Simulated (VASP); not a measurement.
Input of a VASP 6.6.1 run:

Contents of INCAR:

```
SYSTEM = BP
PREC = Accurate ; ENCUT = 520
EDIFF = 1E-6 ; ISMEAR = -1
SIGMA = 0.02 ; LREAL = .False.
LASPH = .True. ; NELM = 100
ALGO = Normal ; ISIF = 2
LWAVE = .False. ; LCHARG = .False.
GGA = PE ; NBANDS = 11
```

Contents of KPOINTS:

```
Automatic mesh
0
Gamma
  10 10 10
  0 0 0
```

The input POSCAR:

```
BP
1.0
    0.0000000000      2.2683156866      2.2683156866
    2.1548999023      0.0000000000      2.2683156866
    2.1548999023      2.2683156866      0.0000000000
B P
1 1
Direct
    0.0000000000      0.0000000000      0.0000000000
    0.2500000000      0.2500000000      0.2500000000
```

Potentials or basis: VASP PAW PBE potentials, release 64 (B, P).

The run is started by

```sh
$ cat potpaw_PBE.64/B/POTCAR potpaw_PBE.64/P/POTCAR > POTCAR
$ mpirun -np 1 vasp_std > vasp.out
```

Problem. Predict the pressure.

Solution. 10.3 GPa.

Problem. Predict the band gap on the k mesh.

Solution. 0.39 eV, indirect (least direct gap 2.98 eV).

Stress tensor (GPa, compression positive):
```
19.19  0.00  0.00
 0.00  5.91  0.00
 0.00  0.00  5.91
```

Caveat: the cell differs from its parent crystal (uniaxial x strain -5.0%). A k mesh can miss the band edges.
